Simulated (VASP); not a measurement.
# Ge (Fd-3m) in VASP: further runs, part 2 of 2

VASP 6.6.1. Earlier steps stand in the parts before.

## Step 3: Relaxation of cell and atoms, PBEsol, target pressure 30 GPa, at which the enthalpy is minimised

Contents of INCAR:

```
SYSTEM = Ge
  PREC = Accurate
  ENCUT = 600
  EDIFF = 1E-7
  ISMEAR = -1
  SIGMA = 0.05
  LREAL = .FALSE.
  LASPH = .TRUE.
  NELM = 100
  ALGO = Normal
  ISIF = 3
  LWAVE = .FALSE.
  LCHARG = .FALSE.
  GGA = PS
  IBRION = 2
  NSW = 80
  EDIFFG = -0.005
  PSTRESS = 300.0
```

Contents of KPOINTS:

```
regular mesh
0
G
  8 8 8
  0 0 0
```

Contents of POSCAR:

```
Ge
1.0
    0.0000000000      2.8289100000      2.8289100000
    2.8289100000      0.0000000000      2.8289100000
    2.8289100000      2.8289100000      0.0000000000
Ge
2
Direct
    0.7500000000      0.7500000000      0.7500000000
    0.5000000000      0.5000000000      0.5000000000
```

Potentials or basis: VASP PAW PBE potentials, release 64 (Ge_d).

Launch:

```
$ cat potpaw_PBE.64/Ge_d/POTCAR > POTCAR
$ mpirun -np 1 vasp_std > vasp.out
```

OUTCAR:

```text
SYSTEM = Ge
   PREC = Accurate
   ENCUT = 600
   EDIFF = 1E-7
   ISMEAR = -1
   LREAL = .FALSE.
   LASPH = .TRUE.
   NELM = 100
   ISIF = 3
   GGA = PS
   IBRION = 2
   NSW = 80
   EDIFFG = -0.005
   PSTRESS = 300.0

 ion  position               nearest neighbor table
   1  0.750  0.750  0.750-   2 2.45   2 2.45   2 2.45   2 2.45
   2  0.500  0.500  0.500-   1 2.45   1 2.45   1 2.45   1 2.45

  LATTYP: Found a face centered cubic cell.
 ALAT       =     5.6578200000

  Lattice vectors:

 A1 = (   0.0000000000,   2.8289100000,   2.8289100000)
 A2 = (   2.8289100000,   0.0000000000,   2.8289100000)
 A3 = (   2.8289100000,   2.8289100000,   0.0000000000)

Analysis of symmetry for initial positions (statically):
=====================================================================
 Subroutine PRICEL returns:
 Original cell was already a primitive cell.

 Routine SETGRP: Setting up the symmetry group for a
 face centered cubic supercell.

 Subroutine GETGRP returns: Found 48 space group operations
 (whereof 24 operations were pure point group operations)
 out of a pool of 48 trial point group operations.

The static configuration has the point symmetry T_d .
 The point group associated with its full space group is O_h .

Analysis of symmetry for dynamics (positions and initial velocities):
=====================================================================
 Subroutine PRICEL returns:
 Original cell was already a primitive cell.

 Routine SETGRP: Setting up the symmetry group for a
 face centered cubic supercell.

 Subroutine GETGRP returns: Found 48 space group operations
 (whereof 24 operations were pure point group operations)
 out of a pool of 48 trial point group operations.

The dynamic configuration has the point symmetry T_d .
 The point group associated with its full space group is O_h .

 Subroutine INISYM returns: Found 48 space group operations
 (whereof 24 operations are pure point group operations),
 and found     1 'primitive' translations
[... 114 lines left out ...]
     AMIX     =   0.40;   BMIX     =  1.00
     AMIX_MAG =   1.60;   BMIX_MAG =  1.00
  volume/ion in A,a.u.               =      22.64       152.78
  Fermi-wavevector in a.u.,A,eV,Ry     =   1.394756  2.635708 26.468033  1.945346
  Thomas-Fermi vector in A             =   2.518275
   LORBIT       =      0    0 simple, 1 ext, 2 COOP (PROOUT), +10 PAW based schemes
   GGA     = PS    functional components
   LHFCALC =     F    Hartree Fock is set to
   AEXX    =    0.0000 exact exchange contribution
   IVDW    =     0    specifies the selected vdW correction
   LEPSILON=     F    determine dielectric tensor
   LRPA    =     F    only Hartree local field effects (RPA)
 conjugate gradient relaxation of ions
 non-spin polarized calculation
  energy-cutoff  :      600.00
  volume of cell :       45.28
 maximum number of plane-waves:      1540
   NGX = 15   NGY = 15   NGZ = 15

--------------------------------------- Ionic step        1  -------------------------------------------

 number of electron      28.0000013 magnetization

 Free energy of the ion-electron system (eV)
  ---------------------------------------------------
  ext. energy  EPLUGINS =         0.00000000
  ---------------------------------------------------
  free energy    TOTEN  =        -9.86298302 eV

  energy without entropy =       -9.86206477  energy(sigma->0) =       -9.86252389

------------------------ aborting loop because EDIFF is reached ----------------------------------------

  FORCE on cell =-STRESS in cart. coord.  units (eV):
  Direction    XX          YY          ZZ          XY          YZ          ZX
  --------------------------------------------------------------------------------------
  -------------------------------------------------------------------------------------
  Total        0.1619507      0.1619507      0.1619507     -0.0000000     -0.0000000      0.0000000
  in kB        5.7306793      5.7306793      5.7306793     -0.0000000     -0.0000000      0.0000000
  external PRESSURE =    -294.2693207 kB  Pullay stress =     300.0000000 kB
[... 25 lines left out ...]
--------------------------------------- Ionic step        2  -------------------------------------------

 number of electron      28.0000007 magnetization

 E-fermi :  13.6317     XC(G=0): -13.7955

 val. band max:       13.6122100379   @ k =   0.1250   0.0000   0.0000
 cond. band min:      13.6588900965   @ k =   0.5000   0.3750   0.0000
 fundamental gap:      0.0466800585
 Fermi energy:        13.6317376508

 k-point     1 :       0.0000    0.0000    0.0000
  band No.  band energies     occupation
      1     -13.3488      2.00000
      2     -13.3488      2.00000
      3     -13.3488      2.00000
      4     -13.2402      2.00000
      5     -13.2402      2.00000
      6     -12.2360      2.00000
[... 608 lines left out ...]
--------------------------------------- Ionic step        5  -------------------------------------------

 number of electron      28.0000011 magnetization

 Free energy of the ion-electron system (eV)
  ---------------------------------------------------
  ext. energy  EPLUGINS =         0.00000000
  ---------------------------------------------------
  free energy    TOTEN  =        -9.12207259 eV

  energy without entropy =       -9.12102555  energy(sigma->0) =       -9.12154907

 E-fermi :   7.5481     XC(G=0): -11.3196

 val. band max:        7.5284266843   @ k =   0.0000   0.0000   0.0000
 cond. band min:       7.6206351955   @ k =   0.3750   0.3750   0.0000
 fundamental gap:      0.0922085112
 Fermi energy:         7.5480942067

 k-point     1 :       0.0000    0.0000    0.0000
  band No.  band energies     occupation
      1     -17.7694      2.00000
      2     -17.7694      2.00000
      3     -17.7694      2.00000
      4     -17.7103      2.00000
      5     -17.7103      2.00000
      6     -17.3264      2.00000
[... 528 lines left out ...]
  energy  without entropy=       -9.1210255548  energy(sigma->0) =       -9.12154907

  enthalpy is  TOTEN    =        -2.4502350988 eV   P V=        6.6718374923

 reached required accuracy - stopping structural energy minimisation
```

OSZICAR:

```text
N       E                     dE             d eps       ncg     rms          rms(c)
DAV:   1     0.174196136654E+03    0.17420E+03   -0.16792E+04  1068   0.461E+03
DAV:   2     0.122951093832E+02   -0.16190E+03   -0.15923E+03  1044   0.569E+02
DAV:   3    -0.932518237496E+01   -0.21620E+02   -0.21433E+02  1180   0.153E+02
[... 54 lines left out ...]
DAV:   4    -0.912209504215E+01    0.65413E-03   -0.18558E-03  1334   0.970E-01    0.308E-02
DAV:   5    -0.912207187255E+01    0.23170E-04   -0.16020E-04  1190   0.293E-01    0.238E-02
DAV:   6    -0.912207241695E+01   -0.54441E-06   -0.10827E-05  1316   0.705E-02    0.135E-03
DAV:   7    -0.912207258382E+01   -0.16687E-06   -0.59213E-07  1162   0.117E-02    0.316E-04
DAV:   8    -0.912207259105E+01   -0.72287E-08   -0.30561E-08   596   0.347E-03
   5 F= -.24502351E+01 E0= -.24497116E+01  d E =-.106534E+01
```

CONTCAR:

```text
Ge
   1.00000000000000
    -0.0000000000000000    2.6117700087371030    2.6117700087371030
     2.6117700087371030   -0.0000000000000000    2.6117700087371030
     2.6117700087371030    2.6117700087371030   -0.0000000000000000
  Ge
     2
Direct
     0.7500000000000000    0.7500000000000000    0.7500000000000000
     0.5000000000000000    0.5000000000000000    0.5000000000000000

  0.00000000E+00  0.00000000E+00  0.00000000E+00
  0.00000000E+00  0.00000000E+00  0.00000000E+00
```

Wall time 64 s (1 thread of Intel Xeon Platinum 8488C (Sapphire Rapids), shared host); peak memory 0.19 GiB.

What came out:

- Free energy: -9.1221 eV
- Relaxed volume: 17.82 Å³/atom
- Relaxed cell: a = 3.694 Å, b = 3.694 Å, c = 3.694 Å, α = 60.00°, β = 60.00°, γ = 60.00°
- Space group after relaxing (to 0.05 Å): Fd-3m (No. 227)
- Energy change on relaxing (the enthalpy is what falls): +370.5 meV/atom
- Ionic steps: 5
- Pressure after relaxing: 30.0 GPa
- Band gap on the k mesh: 0.09 eV, indirect (least direct gap 2.35 eV)

Step by step:
```
step  energy change (eV)  largest force (eV/Å)  pressure (GPa)  volume (Å³)
   1              0.0000                0.0000            0.57        45.28
   2              8.1582                0.0000          215.77        23.13
   3              0.5518                0.0000           24.43        36.75
   4              0.6680                0.0000           27.91        36.04
   5              0.7409                0.0000           30.00        35.63
```

Final structure:
```yaml
crystal:
  lattice:
    - [0.00000, 2.61177, 2.61177]
    - [2.61177, 0.00000, 2.61177]
    - [2.61177, 2.61177, 0.00000]
  atoms:
    - { symbol: Ge, position: [0.75000, 0.75000, 0.75000] }
    - { symbol: Ge, position: [0.50000, 0.50000, 0.50000] }
```

Levels at points of the mesh, in eV from the valence-band top:
| k point | band 11 | band 12 | band 13 | band 14 | band 15 | band 16 | band 17 | band 18 |
| --- | --- | --- | --- | --- | --- | --- | --- | --- |
| (0.00, 0.00, 0.00) | -14.90 | 0.00 | 0.00 | 0.00 | 2.35 | 2.58 | 2.58 | 2.58 |
| (0.50, 0.00, 0.00) | -12.12 | -9.04 | -1.84 | -1.84 | 0.95 | 3.75 | 3.75 | 6.93 |
| (0.50, 0.50, 0.00) | -10.00 | -10.00 | -4.06 | -4.06 | 0.24 | 0.24 | 11.60 | 11.60 |

Caveat: the cell is relaxed towards a set pressure, so the enthalpy falls and the energy may rise; the volume moved by over 15 % at a fixed basis, so the end points are rough; the PAW data sets were made with another functional, which shifts forces and pressure a little. A k mesh can miss the band edges.

## Step 4: Single point, LDA

This run uses another cell than the first one, of 22.21 Å³/atom, 0.981 times its volume.

Contents of INCAR:

```
ALGO = Normal
EDIFF = 1E-6
ENCUT = 520
GGA = CA
ISIF = 2
ISMEAR = -1
LASPH = T
LCHARG = F
LREAL = F
LWAVE = F
NBANDS = 21
NELM = 80
PREC = Accurate
SIGMA = 0.05
```

Contents of KPOINTS:

```
k-points
0
Gamma
  8 8 8
```

Contents of POSCAR:

```
Ge
1.0
    0.0000000000      2.8108598483      2.8108598483
    2.8108598483      0.0000000000      2.8108598483
    2.8108598483      2.8108598483      0.0000000000
Ge
2
Direct
    0.7500000000      0.7500000000      0.7500000000
    0.5000000000      0.5000000000      0.5000000000
```

Potentials or basis: VASP PAW LDA potentials, release 64 (Ge_d).

Launch:

```
$ cat potpaw_LDA.64/Ge_d/POTCAR > POTCAR
$ mpirun -np 1 vasp_std > vasp.out
```

OUTCAR:

```text
EDIFF = 1E-6
   ENCUT = 520
   GGA = CA
   ISIF = 2
   ISMEAR = -1
   LASPH = T
   LREAL = F
   NELM = 80
   PREC = Accurate

 ion  position               nearest neighbor table
   1  0.750  0.750  0.750-   2 2.43   2 2.43   2 2.43   2 2.43
   2  0.500  0.500  0.500-   1 2.43   1 2.43   1 2.43   1 2.43

  LATTYP: Found a face centered cubic cell.
 ALAT       =     5.6217196966

  Lattice vectors:

 A1 = (   0.0000000000,   2.8108598483,   2.8108598483)
 A2 = (   2.8108598483,   0.0000000000,   2.8108598483)
 A3 = (   2.8108598483,   2.8108598483,   0.0000000000)

Analysis of symmetry for initial positions (statically):
=====================================================================
 Subroutine PRICEL returns:
 Original cell was already a primitive cell.

 Routine SETGRP: Setting up the symmetry group for a
 face centered cubic supercell.

 Subroutine GETGRP returns: Found 48 space group operations
 (whereof 24 operations were pure point group operations)
 out of a pool of 48 trial point group operations.

The static configuration has the point symmetry T_d .
 The point group associated with its full space group is O_h .

Analysis of symmetry for dynamics (positions and initial velocities):
=====================================================================
 Subroutine PRICEL returns:
 Original cell was already a primitive cell.

 Routine SETGRP: Setting up the symmetry group for a
 face centered cubic supercell.

 Subroutine GETGRP returns: Found 48 space group operations
 (whereof 24 operations were pure point group operations)
 out of a pool of 48 trial point group operations.

The dynamic configuration has the point symmetry T_d .
 The point group associated with its full space group is O_h .

 Subroutine INISYM returns: Found 48 space group operations
 (whereof 24 operations are pure point group operations),
 and found     1 'primitive' translations

[... 107 lines left out ...]
   EMIN   =  10.00;   EMAX   =-10.00  energy-range for DOS
   EFERMI =   0.00;   METHOD = LEGACY
   ISMEAR =    -1;   SIGMA  =   0.05  broadening in eV -4-tet -1-fermi 0-gaus
   EFERMI_NEDOS =   21; number of points for ismear=-14 and -15
   IALGO  =     38    algorithm
   IMIX   =      4    mixing-type and parameters
     AMIX     =   0.40;   BMIX     =  1.00
     AMIX_MAG =   1.60;   BMIX_MAG =  1.00
  volume/ion in A,a.u.               =      22.21       149.87
  Fermi-wavevector in a.u.,A,eV,Ry     =   1.403713  2.652633 26.809058  1.970410
  Thomas-Fermi vector in A             =   2.526347
   LORBIT       =      0    0 simple, 1 ext, 2 COOP (PROOUT), +10 PAW based schemes
   GGA     = CA    functional components
   LHFCALC =     F    Hartree Fock is set to
   AEXX    =    0.0000 exact exchange contribution
   IVDW    =     0    specifies the selected vdW correction
   LEPSILON=     F    determine dielectric tensor
   LRPA    =     F    only Hartree local field effects (RPA)
 non-spin polarized calculation
  energy-cutoff  :      520.00
  volume of cell :       44.42
 maximum number of plane-waves:      1243
 NGX is ok and might be reduce to    30
   NGX = 15   NGY = 15   NGZ = 15

 number of electron      28.0000032 magnetization

 Free energy of the ion-electron system (eV)
  ---------------------------------------------------
  ext. energy  EPLUGINS =         0.00000000
  ---------------------------------------------------
  free energy    TOTEN  =       -10.38072032 eV

  energy without entropy =      -10.37978799  energy(sigma->0) =      -10.38025416

 E-fermi :   4.9436     XC(G=0): -10.3783

 val. band max:        4.9145747728   @ k =   0.0000   0.0000   0.0000
 cond. band min:       4.9465621666   @ k =   0.0000   0.0000   0.0000
 fundamental gap:      0.0319873938
 Fermi energy:         4.9436340779

 k-point     1 :       0.0000    0.0000    0.0000
  band No.  band energies     occupation
      1     -20.0531      2.00000
      2     -20.0531      2.00000
      3     -20.0531      2.00000
      4     -20.0149      2.00000
      5     -20.0149      2.00000
      6     -19.7936      2.00000
[... 565 lines left out ...]
     20      15.8447      0.00000
     21      16.4267      0.00000

 [... further k-points ...]

------------------------ aborting loop because EDIFF is reached ----------------------------------------

  FORCE on cell =-STRESS in cart. coord.  units (eV):
  Direction    XX          YY          ZZ          XY          YZ          ZX
  --------------------------------------------------------------------------------------
  -------------------------------------------------------------------------------------
  Total        0.0627431      0.0627431      0.0627431      0.0000000      0.0000000      0.0000000
  in kB        2.2632331      2.2632331      2.2632331      0.0000000      0.0000000      0.0000000
  external PRESSURE =       2.2632331 kB  Pullay stress =       0.0000000 kB

 VOLUME and BASIS-vectors are now :
 -----------------------------------------------------------------------------
  energy-cutoff  :      520.00
  volume of cell :       44.42
      direct lattice vectors                 reciprocal lattice vectors
     0.000000000  2.810859848  2.810859848    -0.177881512  0.177881512  0.177881512
     2.810859848  0.000000000  2.810859848     0.177881512 -0.177881512  0.177881512
     2.810859848  2.810859848  0.000000000     0.177881512  0.177881512 -0.177881512

 POSITION                                       TOTAL-FORCE (eV/Angst)
 -----------------------------------------------------------------------------------
      4.21629      4.21629      4.21629        -0.000000     -0.000000      0.000000
      2.81086      2.81086      2.81086         0.000000      0.000000     -0.000000
 -----------------------------------------------------------------------------------
    total drift:                                0.000000     -0.000000     -0.000000

  FREE ENERGIE OF THE ION-ELECTRON SYSTEM (eV)
  ---------------------------------------------------
  free  energy   TOTEN  =       -10.3807203182 eV

  energy  without entropy=      -10.3797879938  energy(sigma->0) =      -10.38025416
```

Run time: 9.2 s. Hardware: 1 thread of Intel Xeon 6975P-C (Granite Rapids), shared host; peak memory 0.15 GiB.

Results:

```
Free energy : -10.3807 eV
Pressure    : 0.2 GPa
```

## Step 5: Single point, PBEsol

This run uses another cell than the first one, of 22.86 Å³/atom, 1.010 times its volume.

Contents of INCAR:

```
PREC = Accurate ; ENCUT = 520
EDIFF = 1E-7 ; ISMEAR = -1
SIGMA = 0.05 ; LREAL = F
LASPH = T ; NELM = 80
ALGO = Normal ; ISIF = 2
LWAVE = F ; LCHARG = T
GGA = PS ; LELF = T
LVHAR = T ; NBANDS = 21
```

Contents of KPOINTS:

```
Automatic mesh
0
Gamma
  8 8 8
```

Contents of POSCAR:

```
Ge
1.0
    0.0000000000      2.8380872172      2.8380872172
    2.8380872172      0.0000000000      2.8380872172
    2.8380872172      2.8380872172      0.0000000000
Ge
2
Direct
    0.7500000000      0.7500000000      0.7500000000
    0.5000000000      0.5000000000      0.5000000000
```

Potentials or basis: VASP PAW PBE potentials, release 64 (Ge_d).

Launch:

```
$ cat potpaw_PBE.64/Ge_d/POTCAR > POTCAR
$ mpirun -np 1 vasp_std > vasp.out
```

It took 13 s on 1 thread of Intel Xeon 6975P-C (Granite Rapids), shared host; peak memory 0.17 GiB.

The run converged. Its results:

```
Free energy            : -9.8636 eV
Pressure               : -0.1 GPa
Band gap on the k mesh : zero (filled and empty bands touch)
```

Levels at points of the mesh, in eV from the Fermi level:
```tsv
k point	band 12	band 13	band 14	band 15	band 16	band 17
(0.00, 0.00, 0.00)	-0.10	0.00	0.00	0.00	2.53	2.53
(0.50, 0.00, 0.00)	-7.58	-1.39	-1.39	0.09	3.71	3.71
(0.50, 0.50, 0.00)	-8.87	-3.06	-3.06	0.68	0.68	9.41
```

Caveat: the PAW data sets were made with another functional, which shifts forces and pressure a little.

## Step 6: The runs side by side

| task | level | potentials or basis | cell | cutoff (eV) | gap on the mesh (eV) | pressure (GPa) |
| --- | --- | --- | --- | --- | --- | --- |
| relaxation of cell and atoms | PBEsol | VASP PAW PBE potentials, release 64 (Ge_d) | relaxed to 30 GPa from a = 4.001 Å, angles 60.0°, 2 atoms | 600 | 0.09 | 30.0 |
| single point | LDA | VASP PAW LDA potentials, release 64 (Ge_d) | a = 3.975 Å, angles 60.0°, 2 atoms | 520 | - | 0.2 |
| single point | PBEsol | VASP PAW PBE potentials, release 64 (Ge_d) | a = 4.014 Å, angles 60.0°, 2 atoms | 520 | none | -0.1 |

Alike in all rows: no spin polarisation; k mesh 8 × 8 × 8; smearing fermi-dirac 0.05 eV.

Caveats: the PAW data sets were made with another functional, which shifts forces and pressure a little (some runs); the cell is relaxed towards a set pressure, so the enthalpy falls and the energy may rise (some runs); the volume moved by over 15 % at a fixed basis, so the end points are rough (some runs).

Absolute energies hang on the potentials; compare differences alone.

## Step 7: How close it comes

Step 5. Against the measured gap of Ge, 0.666 eV (indirect; 293 K; “Electronic and optical properties of SixGe1-x-ySny alloys lattice-matched to Ge”, 2021, arxiv:2109.02782), the calculated 0.00 eV is off by -0.67 eV. 3 values of this kind are on record (0.666 to 0.807 eV); this one was drawn at random among those near their median. Spin-orbit coupling on Ge is left out. The value is that of PBEsol on a finite k mesh, which can miss the band edges, without temperature or zero-point motion. Semilocal functionals fall short of measured gaps as a rule.
